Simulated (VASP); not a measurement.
A run of VASP 6.6.1 is set up as follows.

Contents of INCAR:

```
SYSTEM = NiO
  ALGO = Normal
  EDIFF = 1E-6
  ENCUT = 700
  GGA = PE
  GGA_COMPAT = .False.
  ISIF = 2
  ISMEAR = 0
  ISPIN = 2
  LASPH = .True.
  LCHARG = .False.
  LDAU = .True.
  LDAUJ = 0 0
  LDAUL = 2 -1
  LDAUPRINT = 1
  LDAUTYPE = 2
  LDAUU = 6.2 0
  LMAXMIX = 4
  LORBIT = 11
  LREAL = .False.
  LWAVE = .False.
  MAGMOM = 2 -2 0 0
  NBANDS = 36
  NELM = 200
  PREC = Accurate
  SIGMA = 0.05
```

KPOINTS

```
k-points
0
Gamma
  6 6 6
  0 0 0
```

POSCAR

```
NiO
1.0
    0.0000000000      2.1337902789      2.1337902789
    2.1337902789      0.0000000000      2.1337902789
    4.2675805578      2.1337902789     -2.1337902789
Ni O
2 2
Direct
    0.0000000000      0.0000000000      0.0000000000
    0.5000000000      0.0000000000      0.5000000000
    0.7500000000      0.5000000000      0.2500000000
    1.2500000000      0.5000000000      0.7500000000
```

Potentials or basis: VASP PAW PBE potentials, release 64 (Ni_sv_GW, O).

Run with:

```bash
$ cat potpaw_PBE.64/Ni_sv_GW/POTCAR potpaw_PBE.64/O/POTCAR > POTCAR
$ mpirun -np 1 vasp_std > vasp.out
```

Problem. What does it give for the band gap on the k mesh?

Solution. 2.73 eV.

Problem. Predict the net moment.

Solution. 0.00 μB per cell.

Problem. What does it give for the site moments?

Solution. Ni +1.75, -1.75; O +0.00 μB.

Problem. Estimate the pressure.

Solution. -4.1 GPa.

Eigenvalues of the final occupation matrices:
```tsv
site	spin	trace	eigenvalues
site 1 d	1	4.74	0.94 0.94 0.94 0.96 0.96
site 1 d	2	2.99	0.10 0.10 0.93 0.93 0.93
site 2 d	1	2.99	0.10 0.10 0.93 0.93 0.93
site 2 d	2	4.74	0.94 0.94 0.94 0.96 0.96
```

Caveat: the cell stands under tension. The state reached can hang on the start; a lower one may exist.
